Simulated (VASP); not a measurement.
CuSb2: single point with PBEsol

The system is CuSb2.

```
Cu Sb
1.0
     4.03197    0.00000    0.00000
    -2.01598    3.49179    0.00000
     0.00000    0.00000    4.96058
Cu Sb
1 2
Direct
  0.00000 0.00000 0.00000
  0.33333 0.66667 0.25886
  0.66667 0.33333 0.74114
```

```json
{
  "Program": "VASP 6.6.1",
  "Task": "single point",
  "Functional": "PBEsol",
  "Potentials or basis": "VASP PAW PBE potentials, release 64 (Cu, Sb)",
  "Cutoff": "520 eV",
  "k mesh": "10 × 10 × 8",
  "Occupations": "gaussian, width 0.05 eV",
  "Spin": "no spin polarisation"
}
```

The pressure is -3.5 GPa. The largest force is 0.105 eV/Å and the band gap on the k mesh is zero (an odd number of electrons rules out a gap without spin polarisation).

Forces in eV/Å, atoms in the order of the input:
```
Cu   0.000  0.000  0.000
Sb   0.000  0.000 -0.105
Sb   0.000  0.000  0.105
```

Stress tensor (GPa, compression positive):
```
-3.66  0.00  0.00
 0.00 -3.66  0.00
 0.00  0.00 -3.30
```

Levels at points of the mesh, in eV from the Fermi level:
| k point | band 7 | band 8 | band 9 | band 10 | band 11 | band 12 | band 13 | band 14 | band 15 | band 16 |
| --- | --- | --- | --- | --- | --- | --- | --- | --- | --- | --- |
| (0.00, 0.00, 0.00) | -3.37 | -2.69 | 0.90 | 0.90 | 1.23 | 1.23 | 3.41 | 4.51 | 4.79 | 6.85 |
| (0.50, 0.00, 0.00) | -3.28 | -2.36 | -2.29 | -2.27 | -1.69 | 0.14 | 2.99 | 3.27 | 6.16 | 6.42 |
| (0.00, 0.00, 0.50) | -3.39 | 0.26 | 0.59 | 0.64 | 0.64 | 2.05 | 2.05 | 4.89 | 4.94 | 4.94 |
| (0.50, 0.00, 0.50) | -3.34 | -3.27 | -3.08 | -1.06 | 0.46 | 1.05 | 1.31 | 5.74 | 6.17 | 7.94 |

It took 70 s on 1 thread of Intel(R) Xeon(R) 6975P-C (Granite Rapids), with other jobs on the host, peak memory 0.26 GiB.

Caveat: the cell stands under tension; the PAW data sets were made with another functional, which shifts forces and pressure a little; spin-orbit coupling is left out, which moves the levels of the heavy elements.
